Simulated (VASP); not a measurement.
# Sb (Im-3m) in VASP: further runs, part 2 of 2

VASP 6.6.1. Earlier steps stand in the parts before.

### Step 3. Single point, PBE (volume scaled by 1.12)

INCAR

```
PREC     = Accurate       # precision mode
ENCUT    = 520            # plane-wave cutoff, eV
EDIFF    = 1E-6           # SCF threshold, eV
ISMEAR   = -1             # smearing method
SIGMA    = 0.1            # smearing width, eV
LREAL    = False          # projectors in reciprocal space
LASPH    = True           # aspherical terms in the spheres
NELM     = 100            # most SCF steps
ALGO     = Normal         # electronic algorithm
ISIF     = 2              # what is computed and relaxed
LWAVE    = False          # write WAVECAR
LCHARG   = True           # write CHGCAR
GGA      = PE             # functional
LELF     = True           # ELF
LVHAR    = True         
NBANDS   = 8              # bands
```

KPOINTS

```
regular mesh
0
Gamma
  13 13 13
```

POSCAR

```
Sb
1.0
   -1.9692678539      1.9692678539      1.9692678539
    1.9692678539     -1.9692678539      1.9692678539
    1.9692678539      1.9692678539     -1.9692678539
Sb
1
Direct
    0.0000000000      0.0000000000      0.0000000000
```

Potentials or basis: VASP PAW PBE potentials, release 64 (Sb).

Launch:

```
$ cat potpaw_PBE.64/Sb/POTCAR > POTCAR
$ mpirun -np 1 vasp_std > vasp.out
```

It took 7.9 s on 1 thread of Intel Xeon 6975P-C (Granite Rapids), shared host; peak memory 0.16 GiB.

Results (log left out):

```
Free energy : -3.8564 eV
Pressure    : -5.3 GPa
```

Levels at points of the mesh, in eV from the Fermi level:
```csv
k point,band 1,band 2,band 3,band 4,band 5,band 6,band 7
"(0.00, 0.00, 0.00)",-11.88,4.61,4.61,4.61,10.13,10.13,10.13
```

Caveat: the cell differs from its parent crystal (volume scaled by 1.12); spin-orbit coupling is left out, which moves the levels of the heavy elements.

### Step 4. Single point, PBE

This run uses another cell than the first one, of 27.27 Å³/atom, 0.926 times its volume.

INCAR

```
SYSTEM = Sb
PREC     = Accurate       ! precision mode
ENCUT    = 520            ! plane-wave cutoff, eV
EDIFF    = 1E-7           ! SCF threshold, eV
ISMEAR   = -1             ! smearing method
SIGMA    = 0.1            ! smearing width, eV
LREAL    = .FALSE.        ! projectors in reciprocal space
LASPH    = .TRUE.         ! aspherical terms in the spheres
NELM     = 100            ! most SCF steps
ALGO     = Normal         ! electronic algorithm
ISIF     = 2              ! what is computed and relaxed
LWAVE    = .FALSE.        ! write WAVECAR
LCHARG   = .FALSE.        ! write CHGCAR
GGA      = PE             ! functional
NBANDS   = 8              ! bands
```

KPOINTS

```
Automatic mesh
0
G
  19 19 19
  0 0 0
```

POSCAR

```
Sb
1.0
   -1.8962639295      1.8962639295      1.8962639295
    1.8962639295     -1.8962639295      1.8962639295
    1.8962639295      1.8962639295     -1.8962639295
Sb
1
Direct
    0.0000000000      0.0000000000      0.0000000000
```

Potentials or basis: VASP PAW PBE potentials, release 64 (Sb).

Launch:

```
$ cat potpaw_PBE.64/Sb/POTCAR > POTCAR
$ mpirun -np 1 vasp_std > vasp.out
```

OUTCAR:

```text
SYSTEM = Sb
   PREC = Accurate
   ENCUT = 520
   EDIFF = 1E-7
   ISMEAR = -1
   LREAL = .FALSE.
   LASPH = .TRUE.
   NELM = 100
   ISIF = 2
   GGA = PE

 ion  position               nearest neighbor table
   1  0.000  0.000  0.000-

  LATTYP: Found a body centered cubic cell.
 ALAT       =     3.7925278590

  Lattice vectors:

 A1 = (  -1.8962639295,   1.8962639295,   1.8962639295)
 A2 = (   1.8962639295,  -1.8962639295,   1.8962639295)
 A3 = (   1.8962639295,   1.8962639295,  -1.8962639295)

Analysis of symmetry for initial positions (statically):
[... 432 lines left out ...]
      1      -1.6260      2.00000
      2       4.8706      2.00000
      3       9.2836      0.00009
      4      11.5278      0.00000
      5      15.5568      0.00000
      6      17.0131      0.00000
      7      19.6266      0.00000
      8      23.0220      0.00000

 [... further k-points ...]
[... 5 lines left out ...]
  --------------------------------------------------------------------------------------
  -------------------------------------------------------------------------------------
  Total       -0.0279269     -0.0279269     -0.0279269      0.0000000      0.0000000      0.0000000
  in kB       -1.6405025     -1.6405025     -1.6405025      0.0000000      0.0000000      0.0000000
  external PRESSURE =      -1.6405025 kB  Pullay stress =       0.0000000 kB

 VOLUME and BASIS-vectors are now :
 -----------------------------------------------------------------------------
  energy-cutoff  :      520.00
  volume of cell :       27.27
      direct lattice vectors                 reciprocal lattice vectors
    -1.896263929  1.896263929  1.896263929     0.000000000  0.263676376  0.263676376
     1.896263929 -1.896263929  1.896263929     0.263676376  0.000000000  0.263676376
     1.896263929  1.896263929 -1.896263929     0.263676376  0.263676376  0.000000000

 POSITION                                       TOTAL-FORCE (eV/Angst)
 -----------------------------------------------------------------------------------
      0.00000      0.00000      0.00000         0.000000      0.000000     -0.000000
 -----------------------------------------------------------------------------------
    total drift:                                0.000000     -0.000000     -0.000000

  FREE ENERGIE OF THE ION-ELECTRON SYSTEM (eV)
  ---------------------------------------------------
  free  energy   TOTEN  =        -3.9193275117 eV

  energy  without entropy=       -3.8993548322  energy(sigma->0) =       -3.90934117
```

Wall time 12 s (1 thread of Intel Xeon 6975P-C (Granite Rapids), shared host); peak memory 0.17 GiB.

Results:

* Free energy: -3.9193 eV
* Pressure: -0.2 GPa

Caveat: spin-orbit coupling is left out, which moves the levels of the heavy elements.

### Step 5. Single point, PBE

This run uses another cell than the first one, of 27.27 Å³/atom, 0.926 times its volume.

INCAR

```
ALGO = Normal
EDIFF = 1E-6
ENCUT = 500
GGA = PE
GGA_COMPAT = F
ISIF = 2
ISMEAR = -1
LASPH = T
LCHARG = F
LREAL = F
LWAVE = F
NBANDS = 8
NELM = 120
PREC = Accurate
SIGMA = 0.1
```

KPOINTS

```
k-points
0
Gamma
  12 12 12
```

POSCAR is that of step 4.

Potentials or basis: VASP PAW PBE potentials, release 64 (Sb).

Launch:

```
$ cat potpaw_PBE.64/Sb/POTCAR > POTCAR
$ mpirun -np 1 vasp_std > vasp.out
```

OUTCAR:

```text
EDIFF = 1E-6
   ENCUT = 500
   GGA = PE
   ISIF = 2
   ISMEAR = -1
   LASPH = T
   LREAL = F
   NELM = 120
   PREC = Accurate

 ion  position               nearest neighbor table
   1  0.000  0.000  0.000-

  LATTYP: Found a body centered cubic cell.
 ALAT       =     3.7925278590

  Lattice vectors:

 A1 = (  -1.8962639295,   1.8962639295,   1.8962639295)
 A2 = (   1.8962639295,  -1.8962639295,   1.8962639295)
 A3 = (   1.8962639295,   1.8962639295,  -1.8962639295)

[... 432 lines left out ...]
  band No.  band energies     occupation
      1      -0.3124      2.00000
      2       3.0925      2.00000
      3       8.4143      0.46646
      4      10.1178      0.00000
      5      16.7462      0.00000
      6      17.3455      0.00000
      7      22.3840      0.00000
      8      23.4024      0.00000

 [... further k-points ...]
[... 5 lines left out ...]
  --------------------------------------------------------------------------------------
  -------------------------------------------------------------------------------------
  Total       -0.0312144     -0.0312144     -0.0312144      0.0000000      0.0000000     -0.0000000
  in kB       -1.8336171     -1.8336171     -1.8336171      0.0000000      0.0000000     -0.0000000
  external PRESSURE =      -1.8336171 kB  Pullay stress =       0.0000000 kB

 VOLUME and BASIS-vectors are now :
 -----------------------------------------------------------------------------
  energy-cutoff  :      500.00
  volume of cell :       27.27
      direct lattice vectors                 reciprocal lattice vectors
    -1.896263929  1.896263929  1.896263929     0.000000000  0.263676376  0.263676376
     1.896263929 -1.896263929  1.896263929     0.263676376  0.000000000  0.263676376
     1.896263929  1.896263929 -1.896263929     0.263676376  0.263676376  0.000000000

 POSITION                                       TOTAL-FORCE (eV/Angst)
 -----------------------------------------------------------------------------------
      0.00000      0.00000      0.00000         0.000000     -0.000000     -0.000000
 -----------------------------------------------------------------------------------
    total drift:                                0.000000      0.000000      0.000000

  FREE ENERGIE OF THE ION-ELECTRON SYSTEM (eV)
  ---------------------------------------------------
  free  energy   TOTEN  =        -3.9282716748 eV

  energy  without entropy=       -3.9109926879  energy(sigma->0) =       -3.91963218
```

OSZICAR:

```text
N       E                     dE             d eps       ncg     rms          rms(c)
DAV:   1     0.468766229050E+01    0.46877E+01   -0.16011E+03  1168   0.395E+02
DAV:   2    -0.383144354407E+01   -0.85191E+01   -0.81300E+01  1600   0.509E+01
DAV:   3    -0.393091447459E+01   -0.99471E-01   -0.98977E-01  1408   0.609E+00
DAV:   4    -0.393119497853E+01   -0.28050E-03   -0.28050E-03  1768   0.419E-01
DAV:   5    -0.393119555892E+01   -0.58040E-06   -0.58001E-06  1472   0.121E-02    0.170E+00
DAV:   6    -0.392918669934E+01    0.20089E-02   -0.20144E-03  1376   0.237E-01    0.971E-01
DAV:   7    -0.392824544204E+01    0.94126E-03   -0.43207E-03  1392   0.345E-01    0.636E-02
DAV:   8    -0.392827132299E+01   -0.25881E-04   -0.69243E-05  1592   0.619E-02    0.495E-03
DAV:   9    -0.392827167479E+01   -0.35181E-06   -0.88092E-07  1600   0.671E-03
   1 F= -.39282717E+01 E0= -.39196322E+01  d E =-.172790E-01
```

stdout:

```text
POSCAR found type information on POSCAR Sb
 POSCAR found :  1 types and       1 ions
 scaLAPACK will be used
 LDA part: xc-table for (Slater+PW92), standard interpolation
 POSCAR, INCAR and KPOINTS ok, starting setup
 FFT: planning ... GRIDC
 FFT: planning ... GRID_SOFT
 FFT: planning ... GRID
 WAVECAR not read
 entering main loop
```

Run time: 12 s. Hardware: 1 thread of Intel Xeon 8259CL, shared host; peak memory 0.14 GiB.

Results:

- Free energy: -3.9283 eV
- Pressure: -0.2 GPa

Caveat: spin-orbit coupling is left out, which moves the levels of the heavy elements.

### Step 6. Summary

```tsv
cell	k mesh	cutoff (eV)	gap on the mesh (eV)	pressure (GPa)
a = 3.370 Å, angles 109.5°, 1 atom	13 × 13 × 13	520	none	-4.0
a = 3.411 Å, angles 109.5°, 1 atom	13 × 13 × 13	520	none	-5.3
a = 3.284 Å, angles 109.5°, 1 atom	19 × 19 × 19	520	none	-0.2
a = 3.284 Å, angles 109.5°, 1 atom	12 × 12 × 12	500	none	-0.2
```

Alike in all rows: task single point; level PBE; potentials or basis VASP PAW PBE potentials, release 64 (Sb); no spin polarisation; smearing fermi-dirac 0.1 eV.

Caveats: spin-orbit coupling is left out, which moves the levels of the heavy elements.

Total energies depend on the potentials used, so only differences within one code and one set of settings carry meaning.
